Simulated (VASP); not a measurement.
# Mg (P6_3/mmc) in VASP: a series of runs

The runs below take Mg through single point, relaxation of cell and atoms, with PBE+D3(BJ).

Everything below comes from runs of VASP 6.6.1. Logs are shortened: lines on timing, memory, paths and dates and some standing lists are left out, and cuts for length are marked.

## 1. The cell of the first run

The structure is hexagonal, space group P6_3/mmc (No. 194). Conventional cell: a = 3.138 Å, b = 3.138 Å, c = 5.090 Å, α = 90.00°, β = 90.00°, γ = 120.00°. Mg (site symmetry -6m2) has 12 Mg at 3.12 to 3.14 Å within 4.1 Å.

## 2. Single point, PBE+D3(BJ)

Input file INCAR:

```
PREC     = Accurate       # precision mode
ENCUT    = 520            # plane-wave cutoff, eV
EDIFF    = 1E-6           # SCF threshold, eV
ISMEAR   = 1              # smearing method
SIGMA    = 0.1            # smearing width, eV
LREAL    = F              # projectors in reciprocal space
LASPH    = T              # aspherical terms in the spheres
NELM     = 100            # most SCF steps
ALGO     = Normal         # electronic algorithm
ISIF     = 2              # what is computed and relaxed
LWAVE    = F              # write WAVECAR
LCHARG   = F              # write CHGCAR
GGA      = PE             # functional
IVDW     = 12             # dispersion correction
NBANDS   = 9              # bands
```

Input file KPOINTS:

```
Automatic mesh
0
Gamma
  21 21 12
```

Input file POSCAR:

```
Mg
1.0
    3.1384326627      0.0000000000      0.0000000000
   -1.5692163314      2.7179624140      0.0000000000
    0.0000000000      0.0000000000      5.0899594859
Mg
2
Direct
    0.3333333333      0.6666666667      0.2500000000
    0.6666666667      0.3333333333      0.7500000000
```

Potentials or basis: VASP PAW PBE potentials, release 64 (Mg).

Command:

```bash
cat potpaw_PBE.64/Mg/POTCAR > POTCAR
mpirun -np 1 vasp_std > vasp.out
```

OUTCAR:

```text
PREC = Accurate
   ENCUT = 520
   EDIFF = 1E-6
   ISMEAR = 1
   LREAL = F
   LASPH = T
   NELM = 100
   ISIF = 2
   GGA = PE
   IVDW = 12
 IVDW          = 12

 ion  position               nearest neighbor table
   1  0.333  0.667  0.250-   2 3.12   2 3.12   2 3.12   2 3.12   2 3.12   2 3.12
   2  0.667  0.333  0.750-   1 3.12   1 3.12   1 3.12   1 3.12   1 3.12   1 3.12

  LATTYP: Found a hexagonal cell.
 ALAT       =     3.1384326627
 C/A-ratio  =     1.6218157383

  Lattice vectors:

 A1 = (   3.1384326627,   0.0000000000,   0.0000000000)
 A2 = (  -1.5692163314,   2.7179624140,   0.0000000000)
 A3 = (   0.0000000000,   0.0000000000,   5.0899594859)

Analysis of symmetry for initial positions (statically):
=====================================================================
 Subroutine PRICEL returns:
 Original cell was already a primitive cell.

 Routine SETGRP: Setting up the symmetry group for a
 hexagonal supercell.

 Subroutine GETGRP returns: Found 24 space group operations
 (whereof 12 operations were pure point group operations)
 out of a pool of 24 trial point group operations.

The static configuration has the point symmetry D_3d.
 The point group associated with its full space group is D_6h.

Analysis of symmetry for dynamics (positions and initial velocities):
=====================================================================
 Subroutine PRICEL returns:
 Original cell was already a primitive cell.

 Routine SETGRP: Setting up the symmetry group for a
 hexagonal supercell.

 Subroutine GETGRP returns: Found 24 space group operations
 (whereof 12 operations were pure point group operations)
 out of a pool of 24 trial point group operations.

The dynamic configuration has the point symmetry D_3d.
 The point group associated with its full space group is D_6h.

 Subroutine INISYM returns: Found 24 space group operations
 (whereof 12 operations are pure point group operations),
 and found     1 'primitive' translations

----------------------------------------------------------------------------------------

                                     Primitive cell

  volume of cell :      43.4181

  direct lattice vectors                    reciprocal lattice vectors
     3.138432663  0.000000000  0.000000000     0.318630383  0.183961337  0.000000000
    -1.569216331  2.717962414  0.000000000     0.000000000  0.367922674  0.000000000
     0.000000000  0.000000000  5.089959486     0.000000000  0.000000000  0.196465218

  length of vectors
     3.138432663  3.138432663  5.089959486     0.367922674  0.367922674  0.196465218

  position of ions in fractional coordinates (direct lattice)
     0.333333333  0.666666667  0.250000000
     0.666666667  0.333333333  0.750000000

  ion indices of the primitive-cell ions
   primitive index   ion index
                 1           1
                 2           2

----------------------------------------------------------------------------------------

 KPOINTS: Automatic mesh

Automatic generation of k-mesh.
 Grid dimensions read from file:
 generate k-points for:   21   21   12

 Generating k-lattice:

  Cartesian coordinates                     Fractional coordinates (reciprocal lattice)
     0.015172875  0.008760064  0.000000000     0.047619048  0.000000000  0.000000000
     0.000000000  0.017520127  0.000000000     0.000000000  0.047619048  0.000000000
     0.000000000  0.000000000  0.016372101     0.000000000  0.000000000  0.083333333

  Length of vectors
     0.017520127  0.017520127  0.016372101

  Shift w.r.t. Gamma in fractional coordinates (k-lattice)
     0.000000000  0.000000000  0.000000000

 Subroutine IBZKPT returns following result:
 ===========================================

 Found    336 irreducible k-points:

 Following reciprocal coordinates:
            Coordinates               Weight
  0.000000  0.000000  0.000000      1.000000
  0.047619  0.000000  0.000000      6.000000
  0.095238  0.000000  0.000000      6.000000
  0.142857  0.000000  0.000000      6.000000
  0.190476  0.000000  0.000000      6.000000
  0.238095  0.000000  0.000000      6.000000
[... 16 lines left out ...]
  0.142857  0.095238  0.000000     12.000000
  0.190476  0.095238  0.000000     12.000000
 [... further k-points ...]
   k-points           NKPTS =    336   k-points in BZ     NKDIM =    336   number of bands    NBANDS=      9
   number of dos      NEDOS =    301   number of ions     NIONS =      2
   total plane-waves  NPLWV =  23040
   dimension x,y,z NGX =    24 NGY =   24 NGZ =   40
   dimension x,y,z NGXF=    48 NGYF=   48 NGZF=   80
   ions per type =               2
   NGX,Y,Z   is equivalent  to a cutoff of  12.71, 12.71, 13.06 a.u.
   NGXF,Y,Z  is equivalent  to a cutoff of  25.43, 25.43, 26.13 a.u.
 SYSTEM =  unknown system
   PREC   = accura    normal or accurate (medium, high low for compatibility)
   ISTART =      0    job   : 0-new  1-cont  2-samecut
   ICHARG =      2    charge: 1-file 2-atom 10-const
   ISPIN  =      1    spin polarized calculation?
   LNONCOLLINEAR =      F non collinear calculations
   LSORBIT =      F    spin-orbit coupling
   LASPH  =      T    aspherical Exc in radial PAW
   ENCUT  =  520.0 eV  38.22 Ry    6.18 a.u.   5.84  5.84  9.46*2*pi/ulx,y,z
   NELM   =    100;   NELMIN=  2; NELMDL= -5     # of ELM steps
   EDIFF  = 0.1E-05   stopping-criterion for ELM
   LREAL  =      F    real-space projection
   EDIFFG = 0.1E-04   stopping-criterion for IOM
   NSW    =      0    number of steps for IOM
   IBRION =     -1    ionic relax: 0-MD 1-quasi-New 2-CG
   NFREE  =      0    steps in history (QN), initial steepest desc. (CG)
   ISIF   =      2    stress and relaxation
   ISYM   =      2    0-nonsym 1-usesym 2-fastsym
   POTIM  = 0.5000    time-step for ionic-motion
   TEBEG  =    0.0;   TEEND  =   0.0 temperature during run
   PSTRESS=    0.0 pullay stress
   NELECT =       4.0000    total number of electrons
   NUPDOWN=      -1.0000    fix difference up-down
   EMIN   =  10.00;   EMAX   =-10.00  energy-range for DOS
   EFERMI =   0.00;   METHOD = LEGACY
   ISMEAR =     1;   SIGMA  =   0.10  broadening in eV -4-tet -1-fermi 0-gaus
   EFERMI_NEDOS =   21; number of points for ismear=-14 and -15
   IALGO  =     38    algorithm
   IMIX   =      4    mixing-type and parameters
     AMIX     =   0.40;   BMIX     =  1.00
     AMIX_MAG =   1.60;   BMIX_MAG =  1.00
  volume/ion in A,a.u.               =      21.71       146.50
  Fermi-wavevector in a.u.,A,eV,Ry     =   0.739386  1.397237  7.438194  0.546692
  Thomas-Fermi vector in A             =   1.833536
   LORBIT       =      0    0 simple, 1 ext, 2 COOP (PROOUT), +10 PAW based schemes
   GGA     = PE    functional components
   LHFCALC =     F    Hartree Fock is set to
   AEXX    =    0.0000 exact exchange contribution
   IVDW    =    12    specifies the selected vdW correction
   LEPSILON=     F    determine dielectric tensor
   LRPA    =     F    only Hartree local field effects (RPA)
 non-spin polarized calculation
 Methfessel and Paxton  Order N= 1 SIGMA  =   0.10
  energy-cutoff  :      520.00
  volume of cell :       43.42
 maximum number of plane-waves:      1186
 NGX is ok and might be reduce to    24
   NGX = 11   NGY = 11   NGZ = 19

 number of electron       4.0000000 magnetization

 Free energy of the ion-electron system (eV)
  ---------------------------------------------------
  ext. energy  EPLUGINS =         0.00000000
  ---------------------------------------------------
  free energy    TOTEN  =        -2.99956268 eV

  energy without entropy =       -2.99959811  energy(sigma->0) =       -2.99957449

 E-fermi :   2.9232     XC(G=0):  -8.6655

 val. band max:        2.9228070580   @ k =   0.3333   0.1429   0.0833
 cond. band min:       2.9233397002   @ k =   0.3333   0.1429   0.0000
 fundamental gap:      0.0005326422
 Fermi energy:         2.9231600035

 k-point     1 :       0.0000    0.0000    0.0000
  band No.  band energies     occupation
      1      -4.2440      2.00000
      2       1.1610      2.00000
      3       1.7038      2.00000
      4      14.1871      0.00000
      5      14.1871      0.00000
      6      14.4148      0.00000
      7      14.4148      0.00000
      8      15.0960      0.00000
      9      16.8685      0.00000

 k-point     2 :       0.0476    0.0000    0.0000
  band No.  band energies     occupation
      1      -4.1977      2.00000
      2       1.2030      2.00000
      3       1.7486      2.00000
      4      13.0074      0.00000
      5      13.5337      0.00000
      6      14.2860      0.00000
      7      15.1295      0.00000
      8      15.6842      0.00000
      9      17.4146      0.00000

 k-point     3 :       0.0952    0.0000    0.0000
  band No.  band energies     occupation
      1      -4.0588      2.00000
      2       1.3291      2.00000
      3       1.8826      2.00000
      4      11.5055      0.00000
      5      12.8504      0.00000
      6      13.6373      0.00000
      7      15.9695      0.00000
      8      16.0530      0.00000
      9      16.3210      0.00000

 k-point     4 :       0.1429    0.0000    0.0000
  band No.  band energies     occupation
      1      -3.8279      2.00000
      2       1.5395      2.00000
      3       2.1037      2.00000
      4      10.0116      0.00000
      5      12.2397      0.00000
      6      12.8994      0.00000
      7      14.8489      0.00000
      8      15.6580      0.00000
      9      16.6490      0.00000

 k-point     5 :       0.1905    0.0000    0.0000
  band No.  band energies     occupation
      1      -3.5055      2.00000
      2       1.8342      2.00000
      3       2.4079      2.00000
      4       8.5725      0.00000
      5      11.7049      0.00000
      6      12.1386      0.00000
      7      13.4043      0.00000
      8      14.7755      0.00000
      9      16.3056      0.00000

 k-point     6 :       0.2381    0.0000    0.0000
  band No.  band energies     occupation
      1      -3.0927      2.00000
      2       2.2134      2.00000
      3       2.7863      2.06571
      4       7.2094      0.00000
      5      11.2468      0.00000
      6      11.3536      0.00000
      7      12.0201      0.00000
      8      13.8782      0.00000
      9      15.7869      0.00000
[... 169 lines left out ...]
 k-point    21 :       0.4762    0.0476    0.0000
  band No.  band energies     occupation
      1       0.7207      2.00000
      2       0.7805      2.00000
      3       5.7098      0.00000
      4       6.0086      0.00000
      5       6.4124      0.00000
      6       6.7160      0.00000
      7       9.5355      0.00000
      8      12.3451      0.00000
      9      13.7822      0.00000

 k-point    22 :       0.0952    0.0952    0.0000
  band No.  band energies     occupation
      1      -3.6896      2.00000
      2       1.6658      2.00000
      3       2.2351      2.00000
      4       9.9363      0.00000
      5      10.3439      0.00000
      6      14.6707      0.00000
      7      14.6754      0.00000
      8      15.0069      0.00000
      9      15.3902      0.00000

 k-point    23 :       0.1429    0.0952    0.0000
  band No.  band energies     occupation
      1      -3.3677      2.00000
      2       1.9605      2.00000
      3       2.5368      2.00000
      4       8.6496      0.00000
      5       9.6056      0.00000
      6      13.4497      0.00000
      7      13.8074      0.00000
      8      14.5727      0.00000
      9      15.0425      0.00000

 k-point    24 :       0.1905    0.0952    0.0000
  band No.  band energies     occupation
      1      -2.9556      2.00000
      2       2.3399      2.00000
      3       2.9114      1.19719
      4       7.3105      0.00000
      5       9.0641      0.00000
      6      12.1181      0.00000
      7      12.7727      0.00000
      8      14.0021      0.00000
      9      14.7649      0.00000

 [... further k-points ...]

------------------------ aborting loop because EDIFF is reached ----------------------------------------

 Edisp (eV)   -0.59953

 E8    (eV) :    -0.2626

  FORCE on cell =-STRESS in cart. coord.  units (eV):
  Direction    XX          YY          ZZ          XY          YZ          ZX
  --------------------------------------------------------------------------------------
  -------------------------------------------------------------------------------------
  Total      -0.03128    -0.03128    -0.03706     0.00000    -0.00000     0.00000
  in kB      -1.15409    -1.15409    -1.36766     0.00000    -0.00000     0.00000
  external pressure =       -1.23 kB  Pullay stress =        0.00 kB

 VOLUME and BASIS-vectors are now :
 -----------------------------------------------------------------------------
  energy-cutoff  :      520.00
  volume of cell :       43.42
      direct lattice vectors                 reciprocal lattice vectors
     3.138432663  0.000000000  0.000000000     0.318630383  0.183961337  0.000000000
    -1.569216331  2.717962414  0.000000000     0.000000000  0.367922674  0.000000000
     0.000000000  0.000000000  5.089959486     0.000000000  0.000000000  0.196465218

 POSITION                                       TOTAL-FORCE (eV/Angst)
 -----------------------------------------------------------------------------------
     -0.00000      1.81197      1.27249         0.000000     -0.000000      0.000000
      1.56922      0.90599      3.81747        -0.000000      0.000000      0.000000
 -----------------------------------------------------------------------------------
    total drift:                                0.000000     -0.000000      0.000000

  FREE ENERGIE OF THE ION-ELECTRON SYSTEM (eV)
  ---------------------------------------------------
  free  energy   TOTEN  =        -3.5990960534 eV

  energy  without entropy=       -3.5991314816  energy(sigma->0) =       -3.59910786
```

It took 26 s on 1 thread of Intel Xeon 6975P-C (Granite Rapids), shared host; peak memory 0.26 GiB.

Results:

| Quantity | Value |
| --- | --- |
| Free energy | -3.5991 eV |
| Pressure | -0.1 GPa |
| Band gap on the k mesh | zero (band 2 reaches 4.06 eV, above the bottom of band 3 at 1.70 eV) |
| Dispersion energy per atom | -0.300 eV |

Caveat: pairwise dispersion overbinds metals, which lowers pressure and volume.

## 3. Relaxation of cell and atoms, PBE+D3(BJ)

This run uses another cell than the first one, of 23.24 Å³/atom, 1.070 times its volume.

Input file INCAR:

```
SYSTEM = Mg
ALGO = Normal
EDIFF = 1E-6
EDIFFG = -0.01
ENCUT = 600
GGA = PE
IBRION = 2
ISIF = 3
ISMEAR = 1
IVDW = 12
LASPH = .TRUE.
LCHARG = .FALSE.
LREAL = .FALSE.
LWAVE = .FALSE.
NELM = 100
NSW = 80
PREC = Accurate
SIGMA = 0.1
```

Input file KPOINTS:

```
k-points
0
G
  21 21 12
  0 0 0
```

Input file POSCAR:

```
Mg
1.0
    3.2093000000      0.0000000000      0.0000000000
   -1.6046500000      2.7793353284      0.0000000000
    0.0000000000      0.0000000000      5.2103000000
Mg
2
Direct
    0.3333333333      0.6666666667      0.2500000000
    0.6666666667      0.3333333333      0.7500000000
```

Potentials or basis: VASP PAW PBE potentials, release 64 (Mg).

Command:

```bash
cat potpaw_PBE.64/Mg/POTCAR > POTCAR
mpirun -np 1 vasp_std > vasp.out
```

It took 70 s on 1 thread of Intel Xeon 6975P-C (Granite Rapids), shared host; peak memory 0.29 GiB.

Results (log left out):

- Free energy: -3.5993 eV
- Relaxed volume: 21.63 Å³/atom
- Relaxed cell: a = 3.133 Å, b = 3.133 Å, c = 5.089 Å, α = 90.00°, β = 90.00°, γ = 120.00°
- Space group after relaxing (to 0.05 Å): P6_3/mmc (No. 194)
- Energy gained by relaxing: 13.2 meV/atom
- Ionic steps: 4
- Pressure after relaxing: 0.0 GPa
- Band gap on the k mesh: zero (band 2 reaches 4.08 eV, above the bottom of band 3 at 1.71 eV)
- Dispersion energy per atom: -0.301 eV

Stress tensor (GPa, compression positive):
```
 0.06  0.00  0.00
 0.00  0.06  0.00
 0.00  0.00 -0.05
```

The path:
```csv
step,energy change (eV),largest force (eV/Å),pressure (GPa),volume (Å³)
1,0.0000,0.0000,-2.50,46.47
2,-0.0247,0.0000,-0.71,44.08
3,-0.0264,0.0000,-0.04,43.33
4,-0.0264,0.0000,0.02,43.26
```

Final structure:
```
Mg
1.0
     3.13317    0.00000    0.00000
    -1.56659    2.71341    0.00000
     0.00000    0.00000    5.08897
Mg
2
Cartesian
  0.0000 1.8089 1.2722
  1.5666 0.9045 3.8167
```

Levels at points of the mesh, in eV from the Fermi level:
```tsv
k point	band 1	band 2	band 3	band 4	band 5	band 6
(0.00, 0.00, 0.00)	-7.18	-1.77	-1.23	11.30	11.30	11.54
(0.00, 0.00, 0.50)	-5.74	-5.74	5.22	5.22	12.06	12.06
```

Caveat: pairwise dispersion overbinds metals, which lowers pressure and volume.
